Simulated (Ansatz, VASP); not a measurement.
TePt: VASP beside Ansatz

File INCAR:

```
SYSTEM = TePt
PREC = Accurate ; ENCUT = 520
EDIFF = 1E-6 ; ISMEAR = 0
SIGMA = 0.15 ; LREAL = .False.
LASPH = .True. ; NELM = 100
ALGO = Normal ; ISIF = 2
LWAVE = .False. ; LCHARG = .True.
GGA = PS ; LELF = .True.
LVHAR = .True. ; NBANDS = 24
```

File KPOINTS:

```
Automatic mesh
0
Gamma
  12 12 10
  0 0 0
```

POSCAR

```
TePt
1.0
    3.9465598192      0.0000000000      0.0000000000
   -1.9732799096      3.4178210610      0.0000000000
    0.0000000000      0.0000000000      5.2281600000
Te Pt
2 2
Direct
    0.3333333333      0.6666666667      0.2500000000
    0.6666666667      0.3333333333      0.7500000000
    0.0000000000      0.0000000000      0.0000000000
    0.0000000000      0.0000000000      0.5000000000
```

Input for Ansatz:

```yaml
crystal:
  lattice:
    - [3.9465598192, 0.0, 0.0]
    - [-1.9732799096, 3.417821061, 0.0]
    - [0.0, 0.0, 5.22816]
  atoms:
    - { symbol: Te, position: [0.3333333333, 0.6666666667, 0.25] }
    - { symbol: Te, position: [0.6666666667, 0.3333333333, 0.75] }
    - { symbol: Pt, position: [0.0, 0.0, 0.0] }
    - { symbol: Pt, position: [0.0, 0.0, 0.5] }
basis:
  ecutwfc: 420
kpoints:
  mp_grid: { grid: [12, 12, 10] }
hamiltonian:
  xc: pbesol
scf:
  occupations: { method: gaussian, width: 0.15 }
output:
  forces: true
  stress: true
  eigenvalues: true
```

Change from the starting cell: strain -0.040 along x and y, -0.040 along z, atoms carried along.

Alike in both runs: task single point; functional PBEsol; k mesh 12 × 12 × 10; occupations gaussian, width 0.15 eV; no spin polarisation.

|  | VASP | Ansatz |
| --- | --- | --- |
| version | VASP 6.6.1 | Ansatz 0.2.0 |
| potentials or method | VASP PAW PBE potentials, release 64 (Te, Pt), cutoff 520 eV | scalar-relativistic, plane waves, PAW |
| valence electrons in the cell | 32 | 68 |

```csv
,VASP,Ansatz,Ansatz less VASP
gap on the k mesh at the Fermi level (eV),none,none,-
pressure (GPa),43.3,43.1,-0.18
"traceless stress, the component that is largest in VASP (GPa)",0.91,0.94,+0.027
```

VASP's potentials were made for PBE, not for PBEsol. A gap of «none» marks a metal or a gap that the smearing closes. Both programs put the cell under a high pressure, so it lies far from rest at this level. With one functional, cell and mesh, what is left measures potentials, basis and numerics. VASP's potentials hold 32 valence electrons a cell and Ansatz's 68, so a difference there can come from the potentials and not from the codes.

Spin-orbit coupling is off throughout.
